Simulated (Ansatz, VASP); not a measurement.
# Mg: VASP beside Ansatz

```
Mg
1.0
     3.08090    0.00000    0.00000
    -1.54045    2.66814    0.00000
     0.00000    0.00000    5.41874
Mg
2
Direct
  0.33333 0.66667 0.25000
  0.66667 0.33333 0.75000
```

Change from the starting cell: strain -0.040 along x and y, +0.040 along z, atoms carried along.

Alike in both runs: task single point; functional PBE; k mesh 18 × 18 × 10; occupations gaussian, width 0.15 eV; no spin polarisation.

|  | VASP | Ansatz |
| --- | --- | --- |
| version | VASP 6.6.1 | Ansatz 0.2.0 |
| potentials or method | VASP PAW PBE potentials, release 64 (Mg), cutoff 520 eV | scalar-relativistic, plane waves, PAW |
| valence electrons in the cell | 4 | 20 |

VASP gave:

```
gap on the k mesh at the Fermi level (eV)                     : none
pressure (GPa)                                                : 1.4
traceless stress, the component that is largest in VASP (GPa) : -2.95
```

**Question.** Which values does Ansatz return?

**Answer.** gap on the k mesh at the Fermi level (eV): none; pressure (GPa): 1.5; traceless stress, the component that is largest in VASP (GPa): -2.95.

A gap of «none» marks a metal or a gap that the smearing closes. VASP's potentials hold 4 valence electrons a cell and Ansatz's 20, so a difference there can come from the potentials and not from the codes.
